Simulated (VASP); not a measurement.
A run of VASP 6.6.1 is set up as follows.

File INCAR:

```
  PREC = Accurate
  ENCUT = 520
  EDIFF = 1E-6
  ISMEAR = 0
  SIGMA = 0.1
  LREAL = F
  LASPH = T
  NELM = 80
  ALGO = Normal
  ISIF = 2
  LWAVE = F
  LCHARG = F
  GGA = PE
  NBANDS = 19
```

The input KPOINTS:

```
Automatic mesh
0
Gamma
  4 4 4
```

POSCAR

```
Al5P
1.0
    0.0000000000      3.6399936100      3.6399936100
    3.6399936100      0.0000000000      3.6399936100
    3.6399936100      3.6399936100      0.0000000000
Al P
5 1
Direct
    0.7500000000      0.7500000000      0.7500000000
    0.3758891600      0.3758891600      0.8723325100
    0.3758891600      0.8723325100      0.3758891600
    0.3758891600      0.3758891600      0.3758891600
    0.8723325100      0.3758891600      0.3758891600
    0.0000000000      0.0000000000      0.0000000000
```

Potentials or basis: VASP PAW PBE potentials, release 64 (Al, P).

Launch:

```sh
$ cat potpaw_PBE.64/Al/POTCAR potpaw_PBE.64/P/POTCAR > POTCAR
$ mpirun -np 1 vasp_std > vasp.out
```

(1) Predict the largest force.

(2) What does it give for the pressure?

(3) Predict the band gap on the k mesh.

## Answers

(1) 0.125 eV/Å.

(2) 5.1 GPa.

(3) zero (band 10 reaches 9.35 eV, above the bottom of band 11 at 6.79 eV).

Caveat: the k points lie up to 0.37 Å⁻¹ apart.
